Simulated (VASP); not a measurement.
# CsSnI3 (P4/mmm) in VASP: further runs

Runs on CsSnI3. Level: PBEsol. Tasks: single point.

Everything below comes from runs of VASP 6.6.1. Logs are shortened: lines on timing, memory, paths and dates and some standing lists are left out, and cuts for length are marked.

### Step 1. The cell of the first run

Symmetry: P4/mmm, No. 123, tetragonal system. The conventional cell has a = 5.709 Å, b = 5.709 Å, c = 6.206 Å, α = 90.00°, β = 90.00°, γ = 90.00°. Cs (site symmetry 4/mmm) has 12 I at 4.04 to 4.22 Å and 8 Sn at 5.09 Å within 5.3 Å. Sn (site symmetry 4/mmm) has 6 I at 2.85 to 3.10 Å within 3.8 Å. Within 3.8 Å of I (site symmetry mmm) lie 2 Sn at 2.85 Å. I (site symmetry 4/mmm) has 2 Sn at 3.10 Å and 4 Cs at 4.04 Å and 8 I at 4.22 Å within 4.3 Å.

### Step 2. Single point, PBEsol (strain -0.080 along x and y, +0.000 along z)

The input, INCAR:

```
SYSTEM = CsSnI3
  PREC = Accurate
  ENCUT = 520
  EDIFF = 1E-6
  ISMEAR = 0
  SIGMA = 0.03
  LREAL = .FALSE.
  LASPH = .TRUE.
  NELM = 60
  ALGO = Normal
  ISIF = 2
  LWAVE = .FALSE.
  LCHARG = .FALSE.
  GGA = PS
  NBANDS = 30
```

The input, KPOINTS:

```
regular mesh
0
G
  6 6 6
  0 0 0
```

The input, POSCAR:

```
CsSnI3
1.0
    5.7092440000      0.0000000000      0.0000000000
    0.0000000000      5.7092440000      0.0000000000
    0.0000000000      0.0000000000      6.2057000000
Cs Sn I
1 1 3
Direct
    0.0000000000      0.0000000000      0.0000000000
    0.5000000000      0.5000000000      0.5000000000
    0.0000000000      0.5000000000      0.5000000000
    0.5000000000      0.0000000000      0.5000000000
    0.5000000000      0.5000000000      0.0000000000
```

Potentials or basis: VASP PAW PBE potentials, release 64 (Cs_sv, Sn_d, I).

Run with:

```
cat potpaw_PBE.64/Cs_sv/POTCAR potpaw_PBE.64/Sn_d/POTCAR potpaw_PBE.64/I/POTCAR > POTCAR
mpirun -np 1 vasp_std > vasp.out
```

OUTCAR:

```text
SYSTEM = CsSnI3
   PREC = Accurate
   ENCUT = 520
   EDIFF = 1E-6
   ISMEAR = 0
   LREAL = .FALSE.
   LASPH = .TRUE.
   NELM = 60
   ISIF = 2
   GGA = PS

 ion  position               nearest neighbor table
   1  0.000  0.000  0.000-
   2  0.500  0.500  0.500-   3 2.85   4 2.85   4 2.85   3 2.85   5 3.10   5 3.10
   3  0.000  0.500  0.500-   2 2.85   2 2.85
   4  0.500  0.000  0.500-   2 2.85   2 2.85
   5  0.500  0.500  0.000-   2 3.10   2 3.10

  LATTYP: Found a simple tetragonal cell.
 ALAT       =     5.7092440000
 C/A-ratio  =     1.0869565217

  Lattice vectors:

 A1 = (   5.7092440000,   0.0000000000,   0.0000000000)
 A2 = (   0.0000000000,   5.7092440000,   0.0000000000)
 A3 = (   0.0000000000,   0.0000000000,   6.2057000000)

Analysis of symmetry for initial positions (statically):
=====================================================================
 Subroutine PRICEL returns:
 Original cell was already a primitive cell.

 Routine SETGRP: Setting up the symmetry group for a
 simple tetragonal supercell.

 Subroutine GETGRP returns: Found 16 space group operations
 (whereof 16 operations were pure point group operations)
 out of a pool of 16 trial point group operations.

The static configuration has the point symmetry D_4h.

Analysis of symmetry for dynamics (positions and initial velocities):
=====================================================================
 Subroutine PRICEL returns:
 Original cell was already a primitive cell.

 Routine SETGRP: Setting up the symmetry group for a
 simple tetragonal supercell.

 Subroutine GETGRP returns: Found 16 space group operations
 (whereof 16 operations were pure point group operations)
 out of a pool of 16 trial point group operations.

The dynamic configuration has the point symmetry D_4h.

 Subroutine INISYM returns: Found 16 space group operations
 (whereof 16 operations are pure point group operations),
 and found     1 'primitive' translations

----------------------------------------------------------------------------------------

                                     Primitive cell

  volume of cell :     202.2777

  direct lattice vectors                    reciprocal lattice vectors
     5.709244000  0.000000000  0.000000000     0.175154539  0.000000000  0.000000000
     0.000000000  5.709244000  0.000000000     0.000000000  0.175154539  0.000000000
     0.000000000  0.000000000  6.205700000     0.000000000  0.000000000  0.161142176

  length of vectors
     5.709244000  5.709244000  6.205700000     0.175154539  0.175154539  0.161142176

  position of ions in fractional coordinates (direct lattice)
     0.000000000  0.000000000  0.000000000
     0.500000000  0.500000000  0.500000000
     0.000000000  0.500000000  0.500000000
     0.500000000  0.000000000  0.500000000
     0.500000000  0.500000000  0.000000000

  ion indices of the primitive-cell ions
   primitive index   ion index
                 1           1
                 2           2
                 3           3
                 4           4
                 5           5

----------------------------------------------------------------------------------------

 KPOINTS: regular mesh

Automatic generation of k-mesh.
 Grid dimensions read from file:
 generate k-points for:    6    6    6

 Generating k-lattice:

  Cartesian coordinates                     Fractional coordinates (reciprocal lattice)
     0.029192423  0.000000000  0.000000000     0.166666667  0.000000000  0.000000000
     0.000000000  0.029192423  0.000000000     0.000000000  0.166666667  0.000000000
     0.000000000  0.000000000  0.026857029     0.000000000  0.000000000  0.166666667

  Length of vectors
     0.029192423  0.029192423  0.026857029

  Shift w.r.t. Gamma in fractional coordinates (k-lattice)
     0.000000000  0.000000000  0.000000000

 Subroutine IBZKPT returns following result:
 ===========================================

 Found     40 irreducible k-points:

 Following reciprocal coordinates:
            Coordinates               Weight
[... 49 lines left out ...]
[... 22 lines left out ...]
     29       8.7766      0.00000
     30       9.6072      0.00000

 k-point     2 :       0.1667    0.0000    0.0000
  band No.  band energies     occupation
      1     -18.0542      2.00000
      2     -17.7021      2.00000
      3     -17.6640      2.00000
      4     -17.6252      2.00000
      5     -17.6230      2.00000
      6     -17.6228      2.00000
[... 22 lines left out ...]
     29       8.6480      0.00000
     30       9.2411      0.00000

 k-point     3 :       0.3333    0.0000    0.0000
  band No.  band energies     occupation
      1     -18.0533      2.00000
      2     -17.6998      2.00000
      3     -17.6630      2.00000
      4     -17.6257      2.00000
      5     -17.6234      2.00000
      6     -17.6228      2.00000
[... 22 lines left out ...]
     29       8.6310      0.00000
     30       8.6596      0.00000

 k-point     4 :       0.5000    0.0000    0.0000
  band No.  band energies     occupation
      1     -18.0528      2.00000
      2     -17.6986      2.00000
      3     -17.6624      2.00000
      4     -17.6259      2.00000
      5     -17.6236      2.00000
      6     -17.6228      2.00000
[... 22 lines left out ...]
     29       8.5898      0.00000
     30       9.5912      0.00000

 k-point     5 :       0.1667    0.1667    0.0000
  band No.  band energies     occupation
      1     -18.0538      2.00000
      2     -17.7009      2.00000
      3     -17.6636      2.00000
      4     -17.6254      2.00000
      5     -17.6230      2.00000
      6     -17.6230      2.00000
[... 22 lines left out ...]
     29       8.4773      0.00000
     30       8.9847      0.00000
[... 526 lines left out ...]
     29       8.1740      0.00000
     30       8.6991      0.00000

 k-point    22 :       0.1667    0.0000    0.3333
  band No.  band energies     occupation
      1     -18.0537      2.00000
      2     -17.7021      2.00000
      3     -17.6627      2.00000
      4     -17.6252      2.00000
      5     -17.6231      2.00000
      6     -17.6229      2.00000
[... 22 lines left out ...]
     29       8.6072      0.00000
     30       8.8634      0.00000

 k-point    23 :       0.3333    0.0000    0.3333
  band No.  band energies     occupation
      1     -18.0529      2.00000
      2     -17.6998      2.00000
      3     -17.6616      2.00000
      4     -17.6257      2.00000
      5     -17.6235      2.00000
      6     -17.6229      2.00000
[... 22 lines left out ...]
     29       8.8503      0.00000
     30       9.0516      0.00000

 k-point    24 :       0.5000    0.0000    0.3333
  band No.  band energies     occupation
      1     -18.0524      2.00000
      2     -17.6986      2.00000
      3     -17.6610      2.00000
      4     -17.6259      2.00000
      5     -17.6237      2.00000
      6     -17.6229      2.00000
[... 22 lines left out ...]
     29       8.9066      0.00000
     30       9.4828      0.00000

 [... further k-points ...]
[... 5 lines left out ...]
  --------------------------------------------------------------------------------------
  -------------------------------------------------------------------------------------
  Total        6.5551222      6.5551222      0.5263648      0.0000000     -0.0000000      0.0000000
  in kB       51.9210409     51.9210409      4.1691685      0.0000000     -0.0000000      0.0000000
  external PRESSURE =      36.0037501 kB  Pullay stress =       0.0000000 kB

 VOLUME and BASIS-vectors are now :
 -----------------------------------------------------------------------------
  energy-cutoff  :      520.00
  volume of cell :      202.28
      direct lattice vectors                 reciprocal lattice vectors
     5.709244000  0.000000000  0.000000000     0.175154539  0.000000000  0.000000000
     0.000000000  5.709244000  0.000000000     0.000000000  0.175154539  0.000000000
     0.000000000  0.000000000  6.205700000     0.000000000  0.000000000  0.161142176

 POSITION                                       TOTAL-FORCE (eV/Angst)
 -----------------------------------------------------------------------------------
      0.00000      0.00000      0.00000         0.000000      0.000000      0.000000
      2.85462      2.85462      3.10285         0.000000      0.000000      0.000000
      0.00000      2.85462      3.10285         0.000000      0.000000      0.000000
      2.85462      0.00000      3.10285         0.000000      0.000000      0.000000
      2.85462      2.85462      0.00000         0.000000      0.000000      0.000000
 -----------------------------------------------------------------------------------
    total drift:                                0.000000     -0.000000     -0.000000

  FREE ENERGIE OF THE ION-ELECTRON SYSTEM (eV)
  ---------------------------------------------------
  free  energy   TOTEN  =       -14.6387402702 eV

  energy  without entropy=      -14.6385826889  energy(sigma->0) =      -14.63866148
```

Wall time 3 min (1 thread of Intel Xeon Platinum 8488C (Sapphire Rapids), shared host); peak memory 0.42 GiB.

What came out:

- Free energy: -14.6387 eV
- Pressure: 3.6 GPa
- Band gap on the k mesh: zero (bands 22 and 23 overlap by 0.20 eV)

Stress tensor (GPa, compression positive):
```
5.19 0.00 0.00
0.00 5.19 0.00
0.00 0.00 0.42
```

Levels at points of the mesh, in eV from the Fermi level:
| k point | band 20 | band 21 | band 22 | band 23 | band 24 | band 25 |
| --- | --- | --- | --- | --- | --- | --- |
| (0.00, 0.00, 0.00) | -2.61 | -2.61 | -2.52 | 1.86 | 2.31 | 2.56 |
| (0.50, 0.00, 0.00) | -2.89 | -2.75 | -1.16 | 1.14 | 3.65 | 3.68 |
| (0.50, 0.50, 0.00) | -2.88 | -1.90 | 0.13 | 0.75 | 0.75 | 3.34 |
| (0.00, 0.00, 0.50) | -2.76 | -2.76 | -1.99 | 0.96 | 3.48 | 3.52 |
| (0.50, 0.00, 0.50) | -2.96 | -2.19 | -0.52 | 0.48 | 1.00 | 3.82 |
| (0.50, 0.50, 0.50) | -2.14 | -1.89 | -0.31 | 0.40 | 0.40 | 0.86 |

Caveat: the cell differs from its parent crystal (strain -0.080 along x and y, +0.000 along z); the cell stands under pressure; semilocal functionals underestimate gaps, and a narrow one can read as zero; the PAW data sets were made with another functional, which shifts forces and pressure a little; spin-orbit coupling is left out, which moves the levels of the heavy elements.

### Step 3. Single point, PBEsol (strain -0.080 along x and y, +0.040 along z)

The input, INCAR:

```
SYSTEM = CsSnI3
PREC     = Accurate       ! precision mode
ENCUT    = 520            ! plane-wave cutoff, eV
EDIFF    = 1E-6           ! SCF threshold, eV
ISMEAR   = 0              ! smearing method
SIGMA    = 0.03           ! smearing width, eV
LREAL    = .False.        ! projectors in reciprocal space
LASPH    = .True.         ! aspherical terms in the spheres
NELM     = 60             ! most SCF steps
ALGO     = Normal         ! electronic algorithm
ISIF     = 2              ! what is computed and relaxed
LWAVE    = .False.        ! write WAVECAR
LCHARG   = .False.        ! write CHGCAR
GGA      = PS             ! functional
NBANDS   = 30             ! bands
```

The input, KPOINTS:

```
regular mesh
0
Gamma
  6 6 6
  0 0 0
```

POSCAR, as its differences from that of step 2:

```diff
@@ -4,3 +4,3 @@
     0.0000000000      5.7092440000      0.0000000000
-    0.0000000000      0.0000000000      6.2057000000
+    0.0000000000      0.0000000000      6.4539280000
 Cs Sn I
```

Potentials or basis: VASP PAW PBE potentials, release 64 (Cs_sv, Sn_d, I).

Run with:

```
cat potpaw_PBE.64/Cs_sv/POTCAR potpaw_PBE.64/Sn_d/POTCAR potpaw_PBE.64/I/POTCAR > POTCAR
mpirun -np 1 vasp_std > vasp.out
```

Run time: 3 min. Hardware: 1 thread of Intel Xeon Platinum 8488C (Sapphire Rapids), shared host; peak memory 0.43 GiB.

Results (log left out):

```yaml
Free_energy: -14.6179 eV
Pressure: 2.8 GPa
Band_gap_on_the_k_mesh: zero (bands 22 and 23 overlap by 0.40 eV)
```

Stress tensor (GPa, compression positive):
```
 4.78  0.00  0.00
 0.00  4.78  0.00
 0.00  0.00 -1.15
```

Levels at points of the mesh, in eV from the Fermi level:
```tsv
k point	band 20	band 21	band 22	band 23	band 24	band 25
(0.00, 0.00, 0.00)	-2.52	-2.52	-2.40	1.89	2.42	2.77
(0.50, 0.00, 0.00)	-2.79	-2.60	-1.06	1.22	3.26	3.69
(0.50, 0.50, 0.00)	-2.78	-1.77	0.24	0.80	0.80	2.77
(0.00, 0.00, 0.50)	-2.63	-2.63	-2.16	1.01	3.35	3.42
(0.50, 0.00, 0.50)	-2.87	-2.18	-0.59	0.45	1.13	3.87
(0.50, 0.50, 0.50)	-2.12	-1.76	-0.41	0.53	0.53	0.79
```

Caveat: the cell differs from its parent crystal (strain -0.080 along x and y, +0.040 along z); the stress differs along the axes, from -1 to 5 GPa; semilocal functionals underestimate gaps, and a narrow one can read as zero; the PAW data sets were made with another functional, which shifts forces and pressure a little; spin-orbit coupling is left out, which moves the levels of the heavy elements.

### Step 4. Single point, PBEsol (strain -0.080 along x and y, +0.080 along z)

The input, INCAR:

```
  PREC = Accurate
  ENCUT = 520
  EDIFF = 1E-7
  ISMEAR = 0
  SIGMA = 0.03
  LREAL = False
  LASPH = True
  NELM = 100
  ALGO = Normal
  ISIF = 2
  LWAVE = False
  LCHARG = True
  GGA = PS
  LELF = True
  LVHAR = True
  NBANDS = 30
```

The input, KPOINTS:

```
Automatic mesh
0
Gamma
  6 6 6
```

POSCAR, as its differences from that of step 3:

```diff
@@ -4,3 +4,3 @@
     0.0000000000      5.7092440000      0.0000000000
-    0.0000000000      0.0000000000      6.4539280000
+    0.0000000000      0.0000000000      6.7021560000
 Cs Sn I
```

Run with:

```
cat potpaw_PBE.64/Cs_sv/POTCAR potpaw_PBE.64/Sn_d/POTCAR potpaw_PBE.64/I/POTCAR > POTCAR
mpirun -np 1 vasp_std > vasp.out
```

Wall time 3.5 min (1 thread of Intel Xeon Platinum 8488C (Sapphire Rapids), shared host); peak memory 0.44 GiB.

The run converged. Its results:

- Free energy: -14.5360 eV
- Pressure: 2.3 GPa
- Band gap on the k mesh: zero (bands 22 and 23 overlap by 0.55 eV)

Stress tensor (GPa, compression positive):
```
 4.42  0.00  0.00
 0.00  4.42  0.00
 0.00  0.00 -2.04
```

Levels at points of the mesh, in eV from the Fermi level:
| k point | band 18 | band 19 | band 20 | band 21 | band 22 | band 23 | band 24 | band 25 | band 26 | band 27 |
| --- | --- | --- | --- | --- | --- | --- | --- | --- | --- | --- |
| (0.00, 0.00, 0.00) | -2.54 | -2.54 | -2.41 | -2.41 | -2.27 | 1.93 | 2.54 | 2.98 | 3.00 | 3.00 |
| (0.50, 0.00, 0.00) | -3.01 | -2.90 | -2.66 | -2.44 | -0.96 | 1.32 | 2.79 | 3.74 | 3.87 | 3.98 |
| (0.50, 0.50, 0.00) | -2.76 | -2.76 | -2.68 | -1.64 | 0.36 | 0.86 | 0.86 | 2.29 | 4.14 | 4.33 |
| (0.00, 0.00, 0.50) | -2.63 | -2.63 | -2.49 | -2.49 | -2.23 | 1.09 | 3.27 | 3.36 | 3.65 | 4.04 |
| (0.50, 0.00, 0.50) | -3.06 | -2.82 | -2.75 | -2.16 | -0.61 | 0.48 | 1.25 | 3.93 | 4.12 | 4.58 |
| (0.50, 0.50, 0.50) | -2.67 | -2.08 | -2.08 | -1.63 | -0.45 | 0.66 | 0.66 | 0.77 | 2.67 | 3.38 |

Caveat: the cell differs from its parent crystal (strain -0.080 along x and y, +0.080 along z); the stress differs along the axes, from -2 to 4 GPa; the PAW data sets were made with another functional, which shifts forces and pressure a little; spin-orbit coupling is left out, which moves the levels of the heavy elements.

### Step 5. Single point, PBEsol (strain +0.000 along x and y, -0.080 along z)

The input, INCAR:

```
SYSTEM = CsSnI3
PREC = Accurate ; ENCUT = 520
EDIFF = 1E-6 ; ISMEAR = 0
SIGMA = 0.03 ; LREAL = .FALSE.
LASPH = .TRUE. ; NELM = 80
ALGO = Normal ; ISIF = 2
LWAVE = .FALSE. ; LCHARG = .FALSE.
GGA = PS ; NBANDS = 30
```

The input, KPOINTS:

```
regular mesh
0
G
  6 6 6
  0 0 0
```

POSCAR, as its differences from that of step 4:

```diff
@@ -2,5 +2,5 @@
 1.0
-    5.7092440000      0.0000000000      0.0000000000
-    0.0000000000      5.7092440000      0.0000000000
-    0.0000000000      0.0000000000      6.7021560000
+    6.2057000000      0.0000000000      0.0000000000
+    0.0000000000      6.2057000000      0.0000000000
+    0.0000000000      0.0000000000      5.7092440000
 Cs Sn I
```

Run with:

```
cat potpaw_PBE.64/Cs_sv/POTCAR potpaw_PBE.64/Sn_d/POTCAR potpaw_PBE.64/I/POTCAR > POTCAR
mpirun -np 1 vasp_std > vasp.out
```

Wall time 3.1 min (1 thread of Intel Xeon Platinum 8488C (Sapphire Rapids), shared host); peak memory 0.47 GiB.

It converged, with:

| Property | Result |
| --- | --- |
| Free energy | -14.8768 eV |
| Pressure | 1.4 GPa |
| Band gap on the k mesh | zero (filled and empty bands touch) |

Stress tensor (GPa, compression positive):
```
-0.19  0.00  0.00
 0.00 -0.19  0.00
 0.00  0.00  4.44
```

Levels at points of the mesh, in eV from the Fermi level:
```tsv
k point	band 20	band 21	band 22	band 23	band 24	band 25
(0.00, 0.00, 0.00)	-2.41	-2.33	-2.33	1.96	2.66	2.87
(0.50, 0.00, 0.00)	-2.55	-2.46	-1.76	1.05	3.53	3.70
(0.50, 0.50, 0.00)	-2.74	-2.03	-0.99	0.79	0.79	3.98
(0.00, 0.00, 0.50)	-2.58	-2.58	-0.94	1.29	3.77	3.89
(0.50, 0.00, 0.50)	-2.71	-1.86	-0.25	0.46	1.07	3.66
(0.50, 0.50, 0.50)	-1.84	-1.84	0.00	0.00	0.49	0.72
```

Caveat: the cell differs from its parent crystal (strain +0.000 along x and y, -0.080 along z); semilocal functionals underestimate gaps, and a narrow one can read as zero; the PAW data sets were made with another functional, which shifts forces and pressure a little; spin-orbit coupling is left out, which moves the levels of the heavy elements.

### Step 6. Overview

| cell | gap on the mesh (eV) | pressure (GPa) |
| --- | --- | --- |
| a = 5.709, b = 5.709, c = 6.206 Å, 5 atoms | none | 3.6 |
| a = 5.709, b = 5.709, c = 6.454 Å, 5 atoms | none | 2.8 |
| a = 5.709, b = 5.709, c = 6.702 Å, 5 atoms | none | 2.3 |
| a = 6.206, b = 6.206, c = 5.709 Å, 5 atoms | none | 1.4 |

Alike in all rows: task single point; level PBEsol; potentials or basis VASP PAW PBE potentials, release 64 (Cs_sv, Sn_d, I); no spin polarisation; k mesh 6 × 6 × 6; cutoff (eV) 520; smearing gaussian 0.03 eV.

Caveats: the PAW data sets were made with another functional, which shifts forces and pressure a little; spin-orbit coupling is left out, which moves the levels of the heavy elements; semilocal functionals underestimate gaps, and a narrow one can read as zero (at least some runs); the cell stands under pressure (at least some runs); the stress differs along the axes, from -1 to 5 GPa (at least some runs); the stress differs along the axes, from -2 to 4 GPa (at least some runs).

Total energies depend on the potentials used, so only differences within one code and one set of settings carry meaning.
